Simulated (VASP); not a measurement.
SnBi2O5:

```
CELL_PARAMETERS angstrom
-2.83426 2.83426 4.11941
2.83426 -2.83426 4.11941
2.83426 2.83426 -4.11941
ATOMIC_POSITIONS crystal
Sn 0.00769 0.00769 0.00000
Bi 0.74937 0.24937 0.50000
Bi 0.24937 0.74937 0.50000
O 0.77278 0.21575 0.00000
O 0.21575 0.21575 0.44297
O 0.77278 0.77278 0.55703
O 0.21575 0.77278 0.00000
O 0.23950 0.23950 0.00000
```

The cell was built from a structure type or drawn by symmetry, and may not be a known phase.

| Property | Result |
| --- | --- |
| Program | VASP 6.6.1 |
| Task | relaxation of cell and atoms |
| Functional | PBE |
| Potentials or basis | VASP PAW PBE potentials, release 64 (Sn_d, Bi_d, O) |
| Cutoff | 600 eV |
| k mesh | 3 × 3 × 3 |
| Occupations | gaussian, width 0.15 eV |
| Spin | no spin polarisation |

At the start: pressure 16.3 GPa; volume 16.55 Å³/atom.

Where does the relaxation end?

Over 32 steps the energy falls by 1076.9 meV/atom and the volume is 19.39 Å³/atom (+17.2 %); space group I4mm (No. 107, to 0.1 Å) before and after.

Step by step:
```csv
step,energy change (eV),largest force (eV/Å),pressure (GPa),volume (Å³)
1,0.0000,8.6803,16.26,132.37
2,0.9072,2.7265,-18.93,165.34
3,-3.4585,1.2144,-11.46,144.75
4,-3.5251,1.4046,-10.14,143.51
5,-3.5442,1.5969,-8.68,142.30
6,-4.6286,2.4336,-2.93,127.66
7,-4.8607,3.2237,4.11,118.18
8,-4.9763,3.1111,5.04,114.29
9,-5.0906,1.2756,4.02,115.98
10,-5.4467,1.4878,2.01,118.85
11,-6.3403,2.1722,-2.16,127.75
12,-6.0978,3.3084,-5.10,146.86
13,-6.6239,2.7854,-3.71,135.46
14,-6.8726,2.3481,-2.20,136.22
15,-7.1163,1.2722,1.86,137.92
16,-7.3252,1.1576,1.71,139.32
17,-7.6301,1.5615,2.09,143.45
18,-7.8128,0.7005,0.04,147.12
19,-7.8741,1.5479,-1.61,150.72
20,-8.0160,1.3505,-1.94,152.09
21,-8.3113,1.0956,-2.76,155.72
22,-8.1585,1.9675,-4.26,160.87
23,-8.3841,1.2751,-2.80,157.24
24,-8.5434,0.5061,0.54,153.33
25,-8.5490,0.5443,1.39,152.47
26,-8.5875,0.3390,0.65,153.56
27,-8.5894,0.5012,0.46,153.87
28,-8.6040,0.3491,-0.31,155.01
29,-8.6059,0.4379,-0.68,155.59
30,-8.6140,0.1026,0.03,155.02
31,-8.6141,0.1072,0.11,154.96
32,-8.6154,0.0415,0.11,155.10
```

Final structure:
```
Sn Bi O
1.0
    -2.79883    2.79883    4.94984
     2.79883   -2.79883    4.94984
     2.79883    2.79883   -4.94984
Sn Bi O
1 2 5
Direct
  0.03294 0.03294 0.00000
  0.83740 0.33740 0.50000
  0.33740 0.83740 0.50000
  0.70895 0.18457 0.00000
  0.18457 0.18457 0.47562
  0.70895 0.70895 0.52438
  0.18457 0.70895 0.00000
  0.22824 0.22824 0.00000
```

Caveat: the k points lie up to 0.43 Å⁻¹ apart in the final cell; the volume moved by over 15 % at a fixed basis, so the end points are rough; the relaxation stopped at a loose force limit of 0.08 eV/Å, so its end isn't a converged minimum.
